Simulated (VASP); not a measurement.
# K (Im-3m) in VASP: further runs, part 2 of 2

VASP 6.6.1. The steps go on from the part before.

### 5 Single point, LDA

INCAR reads:

```
PREC = Accurate
ENCUT = 520
EDIFF = 1E-6
ISMEAR = 0
SIGMA = 0.1
LREAL = F
LASPH = T
NELM = 80
ALGO = Normal
ISIF = 2
LWAVE = F
LCHARG = F
NBANDS = 10
```

KPOINTS reads:

```
Automatic mesh
0
Gamma
  9 9 9
```

POSCAR reads:

```
K
1.0
   -2.5241928768      2.5241928768      2.5241928768
    2.5241928768     -2.5241928768      2.5241928768
    2.5241928768      2.5241928768     -2.5241928768
K
1
Direct
    0.0000000000      0.0000000000      0.0000000000
```

Potentials or basis: VASP PAW LDA potentials, release 64 (K_sv).

The run is started by

```sh
cat potpaw_LDA.64/K_sv/POTCAR > POTCAR
mpirun -np 1 vasp_std > vasp.out
```

OUTCAR:

```text
PREC = Accurate
   ENCUT = 520
   EDIFF = 1E-6
   ISMEAR = 0
   LREAL = F
   LASPH = T
   NELM = 80
   ISIF = 2

 ion  position               nearest neighbor table
   1  0.000  0.000  0.000-

  LATTYP: Found a body centered cubic cell.
 ALAT       =     5.0483857536

  Lattice vectors:

 A1 = (  -2.5241928768,   2.5241928768,   2.5241928768)
 A2 = (   2.5241928768,  -2.5241928768,   2.5241928768)
 A3 = (   2.5241928768,   2.5241928768,  -2.5241928768)

Analysis of symmetry for initial positions (statically):
=====================================================================
 Subroutine PRICEL returns:
 Original cell was already a primitive cell.

 Routine SETGRP: Setting up the symmetry group for a
 body centered cubic supercell.

 Subroutine GETGRP returns: Found 48 space group operations
 (whereof 48 operations were pure point group operations)
 out of a pool of 48 trial point group operations.

The static configuration has the point symmetry O_h .

Analysis of symmetry for dynamics (positions and initial velocities):
[... 165 lines left out ...]
 k-point     1 :       0.0000    0.0000    0.0000
  band No.  band energies     occupation
      1     -31.7498      2.00000
      2     -15.4167      2.00000
      3     -15.4167      2.00000
      4     -15.4167      2.00000
      5      -2.3683      2.00000
      6       4.2728      0.00000
      7       4.2728      0.00000
      8       4.2728      0.00000
      9       5.3002      0.00000
     10       5.3002      0.00000
[... 287 lines left out ...]
 k-point    24 :      -0.4444   -0.4444    0.1111
  band No.  band energies     occupation
      1     -31.7399      2.00000
      2     -15.5179      2.00000
      3     -15.4705      2.00000
      4     -15.4345      2.00000
      5       0.8467      0.00000
      6       0.9698      0.00000
      7       2.7875      0.00000
      8       4.2829      0.00000
      9       5.4287      0.00000
     10       6.1479      0.00000

 [... further k-points ...]

------------------------ aborting loop because EDIFF is reached ----------------------------------------

  FORCE on cell =-STRESS in cart. coord.  units (eV):
  Direction    XX          YY          ZZ          XY          YZ          ZX
  --------------------------------------------------------------------------------------
  -------------------------------------------------------------------------------------
  Total       -0.0141448     -0.0141448     -0.0141448     -0.0000000     -0.0000000      0.0000000
  in kB       -0.3522736     -0.3522736     -0.3522736     -0.0000000     -0.0000000      0.0000000
  external PRESSURE =      -0.3522736 kB  Pullay stress =       0.0000000 kB

 VOLUME and BASIS-vectors are now :
 -----------------------------------------------------------------------------
  energy-cutoff  :      520.00
  volume of cell :       64.33
      direct lattice vectors                 reciprocal lattice vectors
    -2.524192877  2.524192877  2.524192877     0.000000000  0.198083120  0.198083120
     2.524192877 -2.524192877  2.524192877     0.198083120  0.000000000  0.198083120
     2.524192877  2.524192877 -2.524192877     0.198083120  0.198083120  0.000000000

 POSITION                                       TOTAL-FORCE (eV/Angst)
 -----------------------------------------------------------------------------------
      0.00000      0.00000      0.00000        -0.000000      0.000000      0.000000
 -----------------------------------------------------------------------------------
    total drift:                               -0.000000      0.000000      0.000000

  FREE ENERGIE OF THE ION-ELECTRON SYSTEM (eV)
  ---------------------------------------------------
  free  energy   TOTEN  =        -1.1698818068 eV

  energy  without entropy=       -1.1664857056  energy(sigma->0) =       -1.16818376
```

OSZICAR:

```text
N       E                     dE             d eps       ncg     rms          rms(c)
DAV:   1     0.498597643565E+02    0.49860E+02   -0.35961E+03   700   0.693E+02
DAV:   2     0.558846919191E+00   -0.49301E+02   -0.48445E+02   756   0.205E+02
DAV:   3    -0.111043902432E+01   -0.16693E+01   -0.16574E+01  1028   0.294E+01
DAV:   4    -0.116922022392E+01   -0.58781E-01   -0.58708E-01  1004   0.487E+00
DAV:   5    -0.117173853676E+01   -0.25183E-02   -0.25177E-02  1102   0.653E-01    0.248E+00
DAV:   6    -0.117031911519E+01    0.14194E-02   -0.21620E-03  1036   0.321E-01    0.156E+00
DAV:   7    -0.116986725594E+01    0.45186E-03   -0.34603E-03   960   0.355E-01    0.644E-02
DAV:   8    -0.116987518027E+01   -0.79243E-05   -0.34141E-04  1000   0.182E-01    0.253E-02
DAV:   9    -0.116988239322E+01   -0.72130E-05   -0.11824E-05   952   0.302E-02    0.144E-02
DAV:  10    -0.116988180678E+01    0.58644E-06   -0.59379E-06  1002   0.202E-02
   1 F= -.11698818E+01 E0= -.11681838E+01  d E =-.339610E-02
```

stdout:

```text
POSCAR found type information on POSCAR K
 POSCAR found :  1 types and       1 ions
 scaLAPACK will be used
 LDA part: xc-table for (Slater(with rela. corr.)+CA(PZ))
 , standard interpolation
 POSCAR, INCAR and KPOINTS ok, starting setup
 FFT: planning ... GRIDC
 FFT: planning ... GRID_SOFT
 FFT: planning ... GRID
 WAVECAR not read
 entering main loop
```

It took 22 s on 1 thread of Intel Xeon 8259CL, shared host; peak memory 0.17 GiB.

What came out:

```
Free energy            : -1.1699 eV
Pressure               : 0.0 GPa
Band gap on the k mesh : zero (an odd number of electrons rules out a gap without spin polarisation)
```

### 6 Summary

| smearing | gap on the mesh (eV) | pressure (GPa) |
| --- | --- | --- |
| fermi-dirac 1 eV | none | 0.7 |
| gaussian 0.01 eV | none | 0.0 |
| gaussian 0.03 eV | none | 0.0 |
| gaussian 0.1 eV | none | 0.0 |

Alike in all rows: task single point; level LDA; potentials or basis VASP PAW LDA potentials, release 64 (K_sv); no spin polarisation; cell as given; k mesh 9 × 9 × 9; cutoff (eV) 520.

Caveats: so wide a smearing shifts energies and pressures (at least some runs).

Total energies depend on the potentials used, so only differences within one code and one set of settings carry meaning.
